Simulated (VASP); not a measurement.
# Na (I4/mmm) in VASP: further runs, part 2 of 2

VASP 6.6.1. The steps go on from the part before.

### 3 Single point, PBE

INCAR reads:

```
PREC = Accurate
ENCUT = 520
EDIFF = 1E-6
ISMEAR = 0
SIGMA = 0.15
LREAL = F
LASPH = T
NELM = 60
ALGO = Fast
ISIF = 2
LWAVE = F
LCHARG = T
GGA = PE
LELF = T
LVHAR = T
NBANDS = 10
```

KPOINTS reads:

```
regular mesh
0
Gamma
  18 18 18
```

POSCAR reads:

```
Na
1.0
   -2.0512843058      2.0512843058      2.2564127364
    2.0512843058     -2.0512843058      2.2564127364
    2.0512843058      2.0512843058     -2.2564127364
Na
1
Direct
    0.0000000000      0.0000000000      0.0000000000
```

Potentials or basis: VASP PAW PBE potentials, release 64 (Na_pv).

On the command line:

```
$ cat potpaw_PBE.64/Na_pv/POTCAR > POTCAR
$ mpirun -np 1 vasp_std > vasp.out
```

OUTCAR:

```text
PREC = Accurate
   ENCUT = 520
   EDIFF = 1E-6
   ISMEAR = 0
   LREAL = F
   LASPH = T
   NELM = 60
   ISIF = 2
   GGA = PE

 ion  position               nearest neighbor table
   1  0.000  0.000  0.000-

  LATTYP: Found a body centered tetragonal cell.
 ALAT       =     4.1025686116
 C/A-ratio  =     1.1000000000

  Lattice vectors:

 A1 = (  -2.0512843058,   2.0512843058,   2.2564127364)
 A2 = (   2.0512843058,  -2.0512843058,   2.2564127364)
 A3 = (   2.0512843058,   2.0512843058,  -2.2564127364)

Analysis of symmetry for initial positions (statically):
=====================================================================
 Subroutine PRICEL returns:
 Original cell was already a primitive cell.

 Routine SETGRP: Setting up the symmetry group for a
 body centered tetragonal supercell.

 Subroutine GETGRP returns: Found 16 space group operations
 (whereof 16 operations were pure point group operations)
 out of a pool of 16 trial point group operations.

The static configuration has the point symmetry D_4h.

Analysis of symmetry for dynamics (positions and initial velocities):
=====================================================================
 Subroutine PRICEL returns:
 Original cell was already a primitive cell.

 Routine SETGRP: Setting up the symmetry group for a
 body centered tetragonal supercell.

 Subroutine GETGRP returns: Found 16 space group operations
 (whereof 16 operations were pure point group operations)
 out of a pool of 16 trial point group operations.

The dynamic configuration has the point symmetry D_4h.

 Subroutine INISYM returns: Found 16 space group operations
 (whereof 16 operations are pure point group operations),
 and found     1 'primitive' translations

----------------------------------------------------------------------------------------

                                     Primitive cell

  volume of cell :      37.9778

  direct lattice vectors                    reciprocal lattice vectors
    -2.051284306  2.051284306  2.256412736     0.000000000  0.243749732  0.221590666
     2.051284306 -2.051284306  2.256412736     0.243749732  0.000000000  0.221590666
     2.051284306  2.051284306 -2.256412736     0.243749732  0.243749732  0.000000000

  length of vectors
     3.675177961  3.675177961  3.675177961     0.329418207  0.329418207  0.344714177

  position of ions in fractional coordinates (direct lattice)
     0.000000000  0.000000000  0.000000000

  ion indices of the primitive-cell ions
   primitive index   ion index
                 1           1

----------------------------------------------------------------------------------------

 KPOINTS: regular mesh

Automatic generation of k-mesh.
 Grid dimensions read from file:
 generate k-points for:   18   18   18

 Generating k-lattice:

  Cartesian coordinates                     Fractional coordinates (reciprocal lattice)
     0.000000000  0.013541652  0.012310593     0.055555556 -0.000000000  0.000000000
     0.013541652  0.000000000  0.012310593    -0.000000000  0.055555556  0.000000000
     0.013541652  0.013541652  0.000000000     0.000000000  0.000000000  0.055555556

  Length of vectors
     0.018301011  0.018301011  0.019150788

  Shift w.r.t. Gamma in fractional coordinates (k-lattice)
     0.000000000  0.000000000  0.000000000

 Subroutine IBZKPT returns following result:
 ===========================================

 Found    480 irreducible k-points:

 Following reciprocal coordinates:
            Coordinates               Weight
  0.000000  0.000000  0.000000      1.000000
  0.055556 -0.000000  0.000000      8.000000
  0.111111 -0.000000  0.000000      8.000000
  0.166667 -0.000000  0.000000      8.000000
  0.222222 -0.000000  0.000000      8.000000
  0.277778  0.000000  0.000000      8.000000
[... 16 lines left out ...]
 -0.277778  0.055556 -0.000000     16.000000
 -0.222222  0.055556 -0.000000     16.000000
 [... further k-points ...]
   k-points           NKPTS =    480   k-points in BZ     NKDIM =    480   number of bands    NBANDS=     10
   number of dos      NEDOS =    301   number of ions     NIONS =      1
   total plane-waves  NPLWV =  21952
   dimension x,y,z NGX =    28 NGY =   28 NGZ =   28
   dimension x,y,z NGXF=    56 NGYF=   56 NGZF=   56
   ions per type =               1
   NGX,Y,Z   is equivalent  to a cutoff of  12.67, 12.67, 12.67 a.u.
   NGXF,Y,Z  is equivalent  to a cutoff of  25.33, 25.33, 25.33 a.u.
 SYSTEM =  unknown system
   PREC   = accura    normal or accurate (medium, high low for compatibility)
   ISTART =      0    job   : 0-new  1-cont  2-samecut
   ICHARG =      2    charge: 1-file 2-atom 10-const
   ISPIN  =      1    spin polarized calculation?
   LNONCOLLINEAR =      F non collinear calculations
   LSORBIT =      F    spin-orbit coupling
   LASPH  =      T    aspherical Exc in radial PAW
   ENCUT  =  520.0 eV  38.22 Ry    6.18 a.u.   6.83  6.83  6.83*2*pi/ulx,y,z
   NELM   =     60;   NELMIN=  2; NELMDL= -5     # of ELM steps
   EDIFF  = 0.1E-05   stopping-criterion for ELM
   LREAL  =      F    real-space projection
   EDIFFG = 0.1E-04   stopping-criterion for IOM
   NSW    =      0    number of steps for IOM
   IBRION =     -1    ionic relax: 0-MD 1-quasi-New 2-CG
   NFREE  =      0    steps in history (QN), initial steepest desc. (CG)
   ISIF   =      2    stress and relaxation
   ISYM   =      2    0-nonsym 1-usesym 2-fastsym
   POTIM  = 0.5000    time-step for ionic-motion
   TEBEG  =    0.0;   TEEND  =   0.0 temperature during run
   PSTRESS=    0.0 pullay stress
   NELECT =       7.0000    total number of electrons
   NUPDOWN=      -1.0000    fix difference up-down
   EMIN   =  10.00;   EMAX   =-10.00  energy-range for DOS
   EFERMI =   0.00;   METHOD = LEGACY
   ISMEAR =     0;   SIGMA  =   0.15  broadening in eV -4-tet -1-fermi 0-gaus
   EFERMI_NEDOS =   21; number of points for ismear=-14 and -15
   IALGO  =     68    algorithm
   IMIX   =      4    mixing-type and parameters
     AMIX     =   0.40;   BMIX     =  1.00
     AMIX_MAG =   1.60;   BMIX_MAG =  1.00
  volume/ion in A,a.u.               =      37.98       256.29
  Fermi-wavevector in a.u.,A,eV,Ry     =   0.931674  1.760609 11.810087  0.868017
  Thomas-Fermi vector in A             =   2.058192
   LORBIT       =      0    0 simple, 1 ext, 2 COOP (PROOUT), +10 PAW based schemes
   GGA     = PE    functional components
   LHFCALC =     F    Hartree Fock is set to
   AEXX    =    0.0000 exact exchange contribution
   IVDW    =     0    specifies the selected vdW correction
   LEPSILON=     F    determine dielectric tensor
   LRPA    =     F    only Hartree local field effects (RPA)
 non-spin polarized calculation
 RMM-DIIS sequential band-by-band and
 Gauss-broadening in eV      SIGMA  =   0.15
  energy-cutoff  :      520.00
  volume of cell :       37.98
 maximum number of plane-waves:      1044
   NGX = 13   NGY = 13   NGZ = 13

 number of electron       7.0000003 magnetization

 Free energy of the ion-electron system (eV)
  ---------------------------------------------------
  ext. energy  EPLUGINS =         0.00000000
  ---------------------------------------------------
  free energy    TOTEN  =        -1.31311700 eV

  energy without entropy =       -1.30808204  energy(sigma->0) =       -1.31059952

 E-fermi :   0.2668     XC(G=0):  -6.4395

 val. band max:        0.2608294028   @ k =   0.4444  -0.0000   0.0000
 cond. band min:       0.2697081640   @ k =  -0.2222  -0.3889   0.1667
 fundamental gap:      0.0088787613
 Fermi energy:         0.2668081024

 k-point     1 :       0.0000    0.0000    0.0000
  band No.  band energies     occupation
      1     -24.6589      2.00000
      2     -24.6589      2.00000
      3     -24.6588      2.00000
      4      -2.9672      2.00000
      5      11.4500      0.00000
      6      11.4500      0.00000
      7      12.1998      0.00000
      8      12.8187      0.00000
      9      12.8488      0.00000
     10      13.1193      0.00000

 k-point     2 :       0.0556   -0.0000    0.0000
  band No.  band energies     occupation
      1     -24.6598      2.00000
      2     -24.6592      2.00000
      3     -24.6588      2.00000
      4      -2.9151      2.00000
      5      10.6748      0.00000
      6      11.2074      0.00000
      7      11.8505      0.00000
      8      12.4783      0.00000
      9      12.7004      0.00000
     10      13.2776      0.00000
[... 274 lines left out ...]
 k-point    24 :      -0.2222    0.0556   -0.0000
  band No.  band energies     occupation
      1     -24.6703      2.00000
      2     -24.6621      2.00000
      3     -24.6593      2.00000
      4      -2.2746      2.00000
      5       7.2115      0.00000
      6       9.6983      0.00000
      7      10.3629      0.00000
      8      11.6256      0.00000
      9      11.7717      0.00000
     10      13.1093      0.00000

 [... further k-points ...]
[... 5 lines left out ...]
  --------------------------------------------------------------------------------------
  -------------------------------------------------------------------------------------
  Total       -0.0671592     -0.0671592     -0.0744169      0.0000000      0.0000000      0.0000000
  in kB       -2.8332579     -2.8332579     -3.1394383      0.0000000      0.0000000      0.0000000
  external PRESSURE =      -2.9353180 kB  Pullay stress =       0.0000000 kB

 VOLUME and BASIS-vectors are now :
 -----------------------------------------------------------------------------
  energy-cutoff  :      520.00
  volume of cell :       37.98
      direct lattice vectors                 reciprocal lattice vectors
    -2.051284306  2.051284306  2.256412736     0.000000000  0.243749732  0.221590666
     2.051284306 -2.051284306  2.256412736     0.243749732  0.000000000  0.221590666
     2.051284306  2.051284306 -2.256412736     0.243749732  0.243749732  0.000000000

 POSITION                                       TOTAL-FORCE (eV/Angst)
 -----------------------------------------------------------------------------------
      0.00000      0.00000      0.00000         0.000000      0.000000      0.000000
 -----------------------------------------------------------------------------------
    total drift:                               -0.000000     -0.000000     -0.000000

  FREE ENERGIE OF THE ION-ELECTRON SYSTEM (eV)
  ---------------------------------------------------
  free  energy   TOTEN  =        -1.3131169995 eV

  energy  without entropy=       -1.3080820450  energy(sigma->0) =       -1.31059952
```

Wall time 93 s (1 thread of Intel Xeon Platinum 8259CL at 2.50GHz (Skylake/Cascade Lake), shared host); peak memory 0.26 GiB.

Results:

| Item | Value |
| --- | --- |
| Free energy | -1.3131 eV |
| Pressure | -0.3 GPa |
| Band gap on the k mesh | zero (an odd number of electrons rules out a gap without spin polarisation) |

### 4 Single point, PBE

This run uses another cell than the first one, of the same volume but with other edges.

INCAR reads:

```
SYSTEM = Na
PREC = Accurate ; ENCUT = 520
EDIFF = 1E-7 ; ISMEAR = 0
SIGMA = 0.15 ; LREAL = .False.
LASPH = .True. ; NELM = 80
ALGO = Fast ; ISIF = 2
LWAVE = .False. ; LCHARG = .False.
GGA = PE ; NBANDS = 10
```

KPOINTS reads:

```
Automatic mesh
0
Gamma
  18 18 18
  0 0 0
```

POSCAR reads:

```
Na
1.0
   -2.4444751881      2.4444751881      1.5889088723
    2.4444751881     -2.4444751881      1.5889088723
    2.4444751881      2.4444751881     -1.5889088723
Na
1
Direct
    0.0000000000      0.0000000000      0.0000000000
```

On the command line:

```
$ cat potpaw_PBE.64/Na_pv/POTCAR > POTCAR
$ mpirun -np 1 vasp_std > vasp.out
```

Wall time 1.9 min (1 thread of Intel Xeon Platinum 8259CL at 2.50GHz (Skylake/Cascade Lake), shared host); peak memory 0.26 GiB.

Results (log left out):

* Free energy: -1.2244 eV
* Pressure: 0.2 GPa
* Band gap on the k mesh: zero (an odd number of electrons rules out a gap without spin polarisation)

Stress tensor (GPa, compression positive):
```
-1.06  0.00  0.00
 0.00 -1.06  0.00
 0.00  0.00  2.84
```

Levels at points of the mesh, in eV from the Fermi level:
```tsv
k point	band 1	band 2	band 3	band 4	band 5	band 6	band 7	band 8
(0.00, 0.00, 0.00)	-25.04	-25.04	-25.04	-3.24	7.88	9.03	9.03	9.67
(0.50, 0.00, 0.00)	-25.13	-25.04	-25.04	1.70	2.32	7.02	8.02	8.06
(0.50, 0.50, 0.00)	-25.07	-25.04	-25.04	-0.10	-0.05	10.95	11.45	12.00
(0.50, 0.50, 0.50)	-25.06	-25.06	-25.05	2.70	2.70	3.02	3.56	11.38
```

### 5 Summary

| cell | further INCAR settings | gap on the mesh (eV) | pressure (GPa) |
| --- | --- | --- | --- |
| a = 3.673 Å, angles 107.3, 107.3, 113.9°, 1 atom | ALGO = Fast; EDIFF = 1e-06; NBANDS = 10 | none | -0.3 |
| a = 3.675 Å, angles 112.1, 112.1, 104.2°, 1 atom | ALGO = Fast; EDIFF = 1e-06; NBANDS = 10 | none | -0.3 |
| a = 3.805 Å, angles 100.0, 100.0, 130.6°, 1 atom | ALGO = Fast; EDIFF = 1e-07; NBANDS = 10 | none | 0.2 |

Alike in all rows: task single point; level PBE; potentials or basis VASP PAW PBE potentials, release 64 (Na_pv); no spin polarisation; k mesh 18 × 18 × 18; cutoff (eV) 520; smearing gaussian 0.15 eV.

Total energies depend on the potentials used, so only differences within one code and one set of settings carry meaning.

The gap in the log of VASP goes by the Fermi energy; the results here count the filled bands.